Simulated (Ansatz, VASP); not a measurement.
One calculation of Pd, two programs

POSCAR

```
Pd
1.0
    0.0000000000      2.5140960172      2.5140960172
    2.5140960172      0.0000000000      2.5140960172
    2.5140960172      2.5140960172      0.0000000000
Pd
2
Direct
    0.0000000000      0.0000000000      0.0000000000
    0.5000000000      0.5000000000      0.5000000000
```

The input INCAR.step1:

```
SYSTEM = Pd
ALGO = Normal
EDIFF = 1E-4
ENCUT = 600
GGA = PE
ISMEAR = -1
ISPIN = 2
LASPH = .TRUE.
LCHARG = .FALSE.
LMAXMIX = 4
LREAL = .FALSE.
LWAVE = .TRUE.
MAGMOM = 0.5 -0.5
NELM = 150
PREC = Accurate
SIGMA = 0.05
```

The input INCAR.step2:

```
SYSTEM = Pd
ALGO = Normal
EDIFF = 1E-6
EDIFFG = -0.01
ENCUT = 600
IBRION = 2
ISIF = 3
ISMEAR = -1
ISPIN = 2
ISTART = 1
LASPH = .TRUE.
LCHARG = .FALSE.
LMAXMIX = 4
LMIXTAU = .TRUE.
LORBIT = 11
LREAL = .FALSE.
LWAVE = .FALSE.
MAGMOM = 0.5 -0.5
METAGGA = R2SCAN
NELM = 150
NSW = 80
PREC = Accurate
SIGMA = 0.05
```

Contents of KPOINTS:

```
k-points
0
G
  11 11 11
  0 0 0
```

Input for Ansatz:

```yaml
crystal:
  lattice:
    - [0.0, 2.5140960172, 2.5140960172]
    - [2.5140960172, 0.0, 2.5140960172]
    - [2.5140960172, 2.5140960172, 0.0]
  atoms:
    - { symbol: Pd, position: [0.0, 0.0, 0.0], spin: 0.5 }
    - { symbol: Pd, position: [0.5, 0.5, 0.5], spin: -0.5 }
hamiltonian:
  xc: r2scan
  pseudopotentials:
    kind: paw
    azcp:
      Pd: "pseudopotentials/Pd.paw.azcp"
basis:
  ecutwfc: 500
  fft_grid_basis: typed
kpoints:
  mp_grid: { grid: [11, 11, 11], shift: [0, 0, 0] }
magnetization:
  spin_polarized: true
scf:
  occupations: { method: fermi_dirac, width: 0.05 }
relax:
  max_steps: 60
  f_tol: 0.01
  cell: {}
```

Alike in both runs: task relaxation of cell and atoms; functional r2SCAN; k mesh 11 × 11 × 11; occupations fermi-dirac, width 0.05 eV; collinear spin.

|  | VASP | Ansatz |
| --- | --- | --- |
| version | VASP 6.6.1 | Ansatz 0.2.0 |
| potentials or method | VASP PAW PBE potentials, release 64 (Pd), cutoff 600 eV | plane waves (500 eV) with PAW, scalar-relativistic |
| valence electrons in the cell | 20 | 36 |

|  | VASP | Ansatz | Ansatz less VASP |
| --- | --- | --- | --- |
| net moment per atom (μB) | 0.00 | 0.00 | 0.000 |
| relaxed volume (Å³/atom) | 17.38 | 17.32 | -0.057 |
| relaxed cell length with the largest relative difference (Å) | 3.663 | 3.659 | -0.0040 |

VASP's potentials were made for PBE, not for r2SCAN. VASP's potentials hold 20 valence electrons a cell and Ansatz's 36, so a difference there can come from the potentials and not from the codes. Ansatz's warnings: seeded moment not kept.
